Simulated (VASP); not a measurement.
# ZnCu (Pm-3m) in VASP: a series of runs, part 2 of 2

VASP 6.6.1.

## Step 3: Single point, PBE

This run uses another cell than the first one, of 12.12 Å³/atom.

File INCAR:

```
PREC     = Accurate       # precision mode
ENCUT    = 520            # plane-wave cutoff, eV
EDIFF    = 1E-6           # SCF threshold, eV
ISMEAR   = -1             # smearing method
SIGMA    = 0.05           # smearing width, eV
LREAL    = F              # projectors in reciprocal space
LASPH    = T              # aspherical terms in the spheres
NELM     = 80             # most SCF steps
ALGO     = Normal         # electronic algorithm
ISIF     = 2              # what is computed and relaxed
LWAVE    = F              # write WAVECAR
LCHARG   = F              # write CHGCAR
GGA      = PE             # functional
NBANDS   = 18             # bands
```

File KPOINTS:

```
Automatic mesh
0
Gamma
  9 9 9
```

File POSCAR:

```
ZnCu
1.0
    2.8943451384      0.0000000000      0.0000000000
    0.0000000000      2.8943451384      0.0000000000
    0.0000000000      0.0000000000      2.8943451384
Zn Cu
1 1
Direct
    0.5000000000      0.5000000000      0.5000000000
    0.0000000000      0.0000000000      0.0000000000
```

Potentials or basis: VASP PAW PBE potentials, release 64 (Zn, Cu).

Started as:

```
$ cat potpaw_PBE.64/Zn/POTCAR potpaw_PBE.64/Cu/POTCAR > POTCAR
$ mpirun -np 1 vasp_std > vasp.out
```

OUTCAR:

```text
PREC = Accurate
   ENCUT = 520
   EDIFF = 1E-6
   ISMEAR = -1
   LREAL = F
   LASPH = T
   NELM = 80
   ISIF = 2
   GGA = PE

 ion  position               nearest neighbor table
   1  0.500  0.500  0.500-   2 2.51   2 2.51   2 2.51   2 2.51   2 2.51   2 2.51   2 2.51   2 2.51

   2  0.000  0.000  0.000-   1 2.51   1 2.51   1 2.51   1 2.51   1 2.51   1 2.51   1 2.51   1 2.51

  LATTYP: Found a simple cubic cell.
 ALAT       =     2.8943451384

  Lattice vectors:

 A1 = (   2.8943451384,   0.0000000000,   0.0000000000)
[... 190 lines left out ...]
      5      -1.1946      2.00000
      6      -1.1946      2.00000
[... 481 lines left out ...]
      5      -1.1059      2.00000
      6       0.7991      2.00000
[... 10 lines left out ...]
     17      21.8763      0.00000
     18      23.0385      0.00000

 [... further k-points ...]
[... 5 lines left out ...]
  --------------------------------------------------------------------------------------
  -------------------------------------------------------------------------------------
  Total        1.6009395      1.6009395      1.6009395      0.0000000      0.0000000      0.0000000
  in kB      105.7875509    105.7875509    105.7875509      0.0000000      0.0000000      0.0000000
  external PRESSURE =     105.7875509 kB  Pullay stress =       0.0000000 kB

 VOLUME and BASIS-vectors are now :
 -----------------------------------------------------------------------------
  energy-cutoff  :      520.00
  volume of cell :       24.25
      direct lattice vectors                 reciprocal lattice vectors
     2.894345138  0.000000000  0.000000000     0.345501297  0.000000000  0.000000000
     0.000000000  2.894345138  0.000000000     0.000000000  0.345501297  0.000000000
     0.000000000  0.000000000  2.894345138     0.000000000  0.000000000  0.345501297

 POSITION                                       TOTAL-FORCE (eV/Angst)
 -----------------------------------------------------------------------------------
      1.44717      1.44717      1.44717         0.000000      0.000000      0.000000
      0.00000      0.00000      0.00000         0.000000      0.000000      0.000000
 -----------------------------------------------------------------------------------
    total drift:                                0.000000      0.000000     -0.000000

  FREE ENERGIE OF THE ION-ELECTRON SYSTEM (eV)
  ---------------------------------------------------
  free  energy   TOTEN  =        -4.9417113063 eV

  energy  without entropy=       -4.9377491527  energy(sigma->0) =       -4.93973023
```

OSZICAR:

```text
N       E                     dE             d eps       ncg     rms          rms(c)
DAV:   1     0.111633654643E+03    0.11163E+03   -0.11319E+04  1348   0.212E+03
DAV:   2    -0.148571871833E+01   -0.11312E+03   -0.10794E+03  1262   0.298E+02
DAV:   3    -0.603743784083E+01   -0.45517E+01   -0.45171E+01  1410   0.734E+01
DAV:   4    -0.607336020907E+01   -0.35922E-01   -0.35897E-01  1452   0.605E+00
DAV:   5    -0.607376635197E+01   -0.40614E-03   -0.40613E-03  1448   0.663E-01    0.997E+00
DAV:   6    -0.584536582662E+01    0.22840E+00   -0.14242E+01  1348   0.930E+01    0.589E+00
DAV:   7    -0.495477083417E+01    0.89059E+00   -0.31424E+00  1362   0.904E+01    0.249E+00
DAV:   8    -0.495081198141E+01    0.39589E-02   -0.12163E-01  1514   0.434E+00    0.131E+00
DAV:   9    -0.494177158285E+01    0.90404E-02   -0.99980E-03  1528   0.224E+00    0.844E-02
DAV:  10    -0.494172707551E+01    0.44507E-04   -0.95030E-04  1906   0.738E-01    0.517E-02
DAV:  11    -0.494171256881E+01    0.14507E-04   -0.11037E-04  1614   0.309E-01    0.922E-03
DAV:  12    -0.494171155986E+01    0.10089E-05   -0.56131E-06  1310   0.377E-02    0.885E-04
DAV:  13    -0.494171130633E+01    0.25354E-06   -0.28748E-07   696   0.857E-03
   1 F= -.49417113E+01 E0= -.49397302E+01  d E =-.396215E-02
```

stdout:

```text
POSCAR found type information on POSCAR ZnCu
 POSCAR found :  2 types and       2 ions
 scaLAPACK will be used
 LDA part: xc-table for (Slater+PW92), standard interpolation
 POSCAR, INCAR and KPOINTS ok, starting setup
 FFT: planning ... GRIDC
 FFT: planning ... GRID_SOFT
 FFT: planning ... GRID
 WAVECAR not read
 entering main loop
```

Wall time 9.9 s (1 thread of Intel Xeon Platinum 8259CL at 2.50GHz (Skylake/Cascade Lake), shared host); peak memory 0.14 GiB.

Results:

```
Free energy            : -4.9417 eV
Pressure               : 10.6 GPa
Band gap on the k mesh : zero (an odd number of electrons rules out a gap without spin polarisation)
```

Caveat: the cell stands under pressure.

## Step 4: Single point, PBE

This run uses another cell than the first one, of 12.83 Å³/atom.

File INCAR:

```
PREC = Accurate ; ENCUT = 520
EDIFF = 1E-6 ; ISMEAR = -1
SIGMA = 0.05 ; LREAL = False
LASPH = True ; NELM = 100
ALGO = Fast ; ISIF = 2
LWAVE = False ; LCHARG = True
GGA = PE ; LELF = True
LVHAR = True ; NBANDS = 18
```

KPOINTS is that of step 3.

File POSCAR:

```
ZnCu
1.0
    2.9493641674      0.0000000000      0.0000000000
    0.0000000000      2.9493641674      0.0000000000
    0.0000000000      0.0000000000      2.9493641674
Zn Cu
1 1
Direct
    0.5000000000      0.5000000000      0.5000000000
    0.0000000000      0.0000000000      0.0000000000
```

Started as:

```
$ cat potpaw_PBE.64/Zn/POTCAR potpaw_PBE.64/Cu/POTCAR > POTCAR
$ mpirun -np 1 vasp_std > vasp.out
```

Wall time 13 s (1 thread of Intel Xeon Platinum 8259CL at 2.50GHz (Skylake/Cascade Lake), shared host); peak memory 0.14 GiB.

It converged, with:

| Quantity | Value |
| --- | --- |
| Free energy | -4.9983 eV |
| Pressure | 2.8 GPa |
| Band gap on the k mesh | zero (an odd number of electrons rules out a gap without spin polarisation) |

Levels at points of the mesh, in eV from the Fermi level:
```
           k point  band 9  band 10  band 11  band 12  band 13  band 14
(0.00, 0.00, 0.00)   -2.79    -2.79    -2.79     6.15     6.15     6.15
```

## Step 5: The runs side by side

```tsv
cell	gap on the mesh (eV)	pressure (GPa)
a = 2.842 Å, 2 atoms	none	20.7
a = 2.894 Å, 2 atoms	none	10.6
a = 2.949 Å, 2 atoms	none	2.8
```

Alike in all rows: task single point; level PBE; potentials or basis VASP PAW PBE potentials, release 64 (Zn, Cu); no spin polarisation; k mesh 9 × 9 × 9; cutoff (eV) 520; smearing fermi-dirac 0.05 eV.

Caveats: the cell stands under pressure (at least some runs).

Absolute energies hang on the potentials; compare differences alone.
